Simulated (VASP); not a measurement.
Si2Ge3:

```
Si Ge
1.0
     4.26619    0.00000    0.00000
    -2.13309    3.69463    0.00000
     0.00000    0.00000    5.44047
Si Ge
2 3
Direct
  0.33333 0.66667 0.19911
  0.66667 0.33333 0.80089
  0.33333 0.66667 0.67364
  0.66667 0.33333 0.32636
  0.00000 0.00000 0.00000
```

The cell was built from a structure type or drawn by symmetry, and may not be a known phase.

```yaml
Program: VASP 6.6.1
Task: relaxation of cell and atoms
Functional: PBE
Potentials_or_basis: VASP PAW PBE potentials, release 64 (Si, Ge_d)
Cutoff: 600 eV
k_mesh: 6 × 6 × 4
Occupations: gaussian, width 0.1 eV
Spin: no spin polarisation
```

At the start: pressure 8.3 GPa; volume 17.15 Å³/atom.

Question: How do energy, volume and symmetry change on relaxing?

Answer: Over 23 steps the energy falls by 99.1 meV/atom and the volume is 19.38 Å³/atom (+13.0 %); space group P-3m1 (No. 164, to 0.1 Å) before and after.

The path:
```
step  energy change (eV)  largest force (eV/Å)  pressure (GPa)  volume (Å³)
   1              0.0000                0.2137            8.35        85.75
   2             -0.2577                0.3094           -1.41        97.31
   3             -0.2613                0.2915           -0.61        95.90
   4             -0.2971                0.3120           -0.19        95.75
   5             -0.3174                0.3674            0.31        95.50
   6             -0.3447                0.3382            0.02        96.06
   7             -0.3893                0.2115           -0.47        97.51
   8             -0.3242                0.5553           -0.22       100.32
   9             -0.3933                0.1750           -0.58        98.13
  10             -0.4004                0.3347            0.79        96.62
  11             -0.4009                0.3013            0.54        96.90
  12             -0.4232                0.2914            0.45        97.26
  13             -0.4841                0.1306           -0.41        98.14
  14             -0.4807                0.3504           -2.50        98.99
  15             -0.4763                0.1950           -1.66        98.78
  16             -0.4896                0.0668           -0.85        98.42
  17             -0.4894                0.0974           -0.64        98.28
  18             -0.4898                0.0852           -0.71        98.33
  19             -0.4917                0.0906            0.60        95.70
  20             -0.4943                0.0748            0.15        96.85
  21             -0.4943                0.0748            0.04        96.94
  22             -0.4943                0.0748            0.06        96.89
  23             -0.4955                0.0368           -0.04        96.90
```

Final structure:
```xyz
5
Lattice="4.0632 0.0000 0.0000 -2.0316 3.5189 0.0000 0.0000 0.0000 6.7772" Properties=species:S:1:pos:R:3 pbc="T T T"
Si    0.0000    2.3459    1.4562
Si    2.0316    1.1730    5.3210
Ge    0.0000    2.3459    4.2884
Ge    2.0316    1.1730    2.4888
Ge    0.0000    0.0000    0.0000
```

Caveat: a cell axis changed by over 15 % at a fixed basis, so the end point is rough.
